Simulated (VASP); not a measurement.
Runs of VASP 6.6.1 on Ge. The structure is that of space group Fd-3m (No. 227), or close to it. The cells are those of the table. 

```tsv
task	cell	k mesh	cutoff (eV)	gap on the mesh (eV)	pressure (GPa)
single point	a = 3.439 Å, angles 60.0°, 2 atoms	14 × 14 × 14	520	none	89.9
single point	a = 3.842 Å, angles 60.0°, 2 atoms	12 × 12 × 12	520	0.29	11.9
single point	a = 3.995 Å, angles 60.0°, 2 atoms	12 × 12 × 12	520	-	(b)
single point	a = 3.586 Å, angles 60.0°, 2 atoms	14 × 14 × 14	520	none	(a)
single point	a = 4.013 Å, angles 60.0°, 2 atoms	12 × 12 × 12	520	none	-0.4
relaxation of cell and atoms	relaxed to 90 GPa from a = 3.491 Å, angles 60.0°, 2 atoms	14 × 14 × 14	600	none	90.0
relaxation of cell and atoms	relaxed to 4 GPa from a = 3.941 Å, angles 60.0°, 2 atoms	12 × 12 × 12	600	(c)	4.0
single point	a = 4.032 Å, angles 60.0°, 2 atoms	12 × 12 × 12	520	none	-1.3
```

Alike in all rows: level PBEsol; potentials or basis VASP PAW PBE potentials, release 64 (Ge_d); no spin polarisation; smearing gaussian 0.1 eV.

**Question.** Fill in the values left out.

**Answer.** (a) 50.0; (b) 0.8; (c) 0.26.

Caveats: the PAW data sets were made with another functional, which shifts forces and pressure a little; the cell is relaxed towards a set pressure, so the enthalpy falls and the energy may rise (some runs).

A k mesh can miss the band edges, and the runs leave out spin-orbit coupling on Ge.

A gap of «none» marks levels without a gap at the run's occupations.
